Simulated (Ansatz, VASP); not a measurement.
Two plane-wave programs on GaAs

```
Ga As
1.0
     7.08473    0.00000    0.00000
     0.00000    7.08473    0.00000
     0.00000    0.00000    7.08473
Ga As
6 6
Direct
  0.50000 0.00000 0.75000
  0.75000 0.50000 0.00000
  0.00000 0.75000 0.50000
  0.50000 0.00000 0.25000
  0.25000 0.50000 0.00000
  0.00000 0.25000 0.50000
  0.00000 0.50000 0.75000
  0.75000 0.00000 0.50000
  0.50000 0.75000 0.00000
  0.00000 0.50000 0.25000
  0.25000 0.00000 0.50000
  0.50000 0.25000 0.00000
```

Alike in both runs: functional PBE; k mesh 4 × 4 × 4; occupations gaussian, width 0.1 eV; no spin polarisation.

Ansatz relaxed the structure, and its values are those at the end. VASP's run is a single point on that final structure, the one shown.

```csv
,VASP,Ansatz
version,VASP 6.6.1,Ansatz 0.2.0
potentials or method,"VASP PAW PBE potentials, release 64 (Ga_d, As), cutoff 520 eV","scalar-relativistic, plane waves, PAW"
valence electrons in the cell,108,168
```

|  | VASP | Ansatz | Ansatz less VASP |
| --- | --- | --- | --- |
| pressure (GPa) | 0.2 | 0.0 | -0.13 |

The functional is the same, so the differences come from potentials, cutoffs and numerics. VASP's potentials hold 108 valence electrons a cell and Ansatz's 168, so a difference there can come from the potentials and not from the codes.
